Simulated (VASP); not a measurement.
Crystal: C.

```
C
1.0
     0.00000    1.80453    1.73235
     1.80453    0.00000    1.73235
     1.80453    1.80453    0.00000
C
2
Cartesian
  1.8045 1.8045 1.7323
  2.7068 2.7068 2.5985
```

This cell differs from its parent crystal: ratio of the length along z to the lengths across it x 0.96, volume and fractional coordinates fixed.

Base run:

```yaml
Program: VASP 6.6.1
Functional: r2SCAN
Potentials_or_basis: VASP PAW PBE potentials, release 64 (C)
Cutoff: 520 eV
k_mesh: 12 × 12 × 12
Occupations: gaussian, width 0.05 eV
Spin: no spin polarisation
```

Its results: band gap on the k mesh 3.28 eV, indirect (least direct gap 5.09 eV); pressure 1.2 GPa.

Q: The run is repeated on the same cell with these changes: potentials or basis from VASP PAW PBE potentials, release 64 (C) to VASP PAW PBE potentials, release 64 (C_h); cutoff from 520 eV to 910 eV. What comes out?

A: Band gap on the k mesh 3.31 eV, indirect (least direct gap 5.13 eV); pressure -0.8 GPa.

Caveats: the PAW data sets were made with another functional, which shifts forces and pressure a little; the cutoff is under 1.25 times the usual one of these potentials, so pressure, stress and relaxed cells hold a basis-set (Pulay) error (some runs).

A k mesh can miss the band edges.
